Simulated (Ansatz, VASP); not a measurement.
## LaRhS3 in VASP and in Ansatz

```
La Rh S
1.0
     4.67513    0.00000    0.00000
     0.00000    4.67513    0.00000
     0.00000    0.00000    4.67513
La Rh S
1 1 3
Direct
  0.50000 0.50000 0.50000
  0.00000 0.00000 0.00000
  0.50000 0.00000 0.00000
  0.00000 0.50000 0.00000
  0.00000 0.00000 0.50000
```

Alike in both runs: functional PBE; k mesh 8 × 8 × 8; occupations gaussian, width 0.1 eV; collinear spin.

Ansatz relaxed the structure, and its values are those at the end. VASP's run is a single point on that final structure, the one shown.

```csv
,VASP,Ansatz
version,VASP 6.6.1,Ansatz 0.2.0
potentials or method,"VASP PAW PBE potentials, release 64 (La, Rh_pv, S), cutoff 520 eV","scalar-relativistic, plane waves, PAW"
valence electrons in the cell,44,46
```

VASP gave:

- gap on the k mesh at the Fermi level (eV): none
- pressure (GPa): -0.1
- net moment per atom (μB): 0.00

Question: Which values does Ansatz return?

Answer: gap on the k mesh at the Fermi level (eV): none; pressure (GPa): 0.0; net moment per atom (μB): 0.00.

A gap of «none» marks a metal or a gap that the smearing closes. The functional is the same, so the differences come from potentials, cutoffs and numerics. VASP's potentials hold 44 valence electrons a cell and Ansatz's 46, so a difference there can come from the potentials and not from the codes. Ansatz's warnings: seeded moment not kept.

Neither program's run includes spin-orbit coupling.
